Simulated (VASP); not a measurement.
Write the native input for VASP 6.6.1 that does the following.

- Task: single point
- Functional: PBE
- Potentials or basis: VASP PAW PBE potentials, release 64 (Mo_sv)
- Cutoff: 500 eV
- k mesh: 20 × 20 × 20
- Occupations: fermi-dirac, width 0.15 eV
- Spin: no spin polarisation
- Dipole correction: no
- Further INCAR settings: ALGO = Normal; EDIFF = 1e-06; NBANDS = 13

The structure of Mo lies in POSCAR:

```
Mo
1.0
   -1.5125439150      1.5125439150      1.5125439150
    1.5125439150     -1.5125439150      1.5125439150
    1.5125439150      1.5125439150     -1.5125439150
Mo
1
Direct
    0.0000000000      0.0000000000      0.0000000000
```

These files were run (other wordings do the same):

INCAR

```
SYSTEM = Mo
PREC = Accurate ; ENCUT = 500
EDIFF = 1E-6 ; ISMEAR = -1
SIGMA = 0.15 ; LREAL = .FALSE.
LASPH = .TRUE. ; NELM = 120
ALGO = Normal ; ISIF = 2
LWAVE = .FALSE. ; LCHARG = .TRUE.
GGA = PE ; LELF = .TRUE.
LVHAR = .TRUE. ; NBANDS = 13
GGA_COMPAT = .FALSE.
```

KPOINTS

```
Automatic mesh
0
G
  20 20 20
  0 0 0
```

Potentials or basis: VASP PAW PBE potentials, release 64 (Mo_sv).

The run is started by

```bash
$ cat potpaw_PBE.64/Mo_sv/POTCAR > POTCAR
$ mpirun -np 1 vasp_std > vasp.out
```

It gave:

```json
{
 "Pressure": "45.9 GPa",
 "Band gap on the k mesh": "zero (bands 7 and 8 overlap by 6.35 eV)"
}
```

Caveat: the cell stands under pressure.

Wall time 25 s on 1 thread of Intel(R) Xeon(R) Platinum 8488C (Sapphire Rapids) (shared host), peak memory 0.15 GiB.
